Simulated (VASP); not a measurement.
Input of a VASP 6.6.1 run:

Contents of INCAR:

```
PREC = Accurate
ENCUT = 520
EDIFF = 1E-6
ISMEAR = 0
SIGMA = 0.05
LREAL = F
LASPH = T
NELM = 100
ALGO = Normal
ISIF = 2
LWAVE = F
LCHARG = F
GGA = PS
NBANDS = 66
```

The input KPOINTS:

```
Automatic mesh
0
Gamma
  9 9 2
```

The input POSCAR:

```
ZnS
1.0
    3.8550092925      0.0000000000      0.0000000000
   -1.9275046462      3.3385359792      0.0000000000
    0.0000000000      0.0000000000     17.9084456684
Zn S
6 6
Direct
    0.0000000000      0.0000000000      0.0000277175
    0.0000000000      0.0000000000      0.5000277175
    0.3333333333      0.6666666667      0.1668215992
    0.6666666667      0.3333333333      0.6668215992
    0.6666666667      0.3333333333      0.3332753580
    0.3333333333      0.6666666667      0.8332753580
    0.0000000000      0.0000000000      0.1251125986
    0.0000000000      0.0000000000      0.6251125986
    0.3333333333      0.6666666667      0.2916367831
    0.6666666667      0.3333333333      0.7916367831
    0.6666666667      0.3333333333      0.4581259436
    0.3333333333      0.6666666667      0.9581259436
```

Potentials or basis: VASP PAW PBE potentials, release 64 (Zn, S).

The run is started by

```bash
$ cat potpaw_PBE.64/Zn/POTCAR potpaw_PBE.64/S/POTCAR > POTCAR
$ mpirun -np 1 vasp_std > vasp.out
```

Q: Predict the pressure.

A: 0.7 GPa.

Q: Predict the band gap on the k mesh.

A: 2.02 eV.

Q: What does it give for the largest force?

A: 0.490 eV/Å.

Stress tensor (GPa, compression positive):
```
-2.25  0.00  0.00
 0.00 -2.25  0.00
 0.00  0.00  6.60
```

Caveat: the stress differs along the axes, from -2 to 7 GPa; the PAW data sets were made with another functional, which shifts forces and pressure a little. A k mesh can miss the band edges.
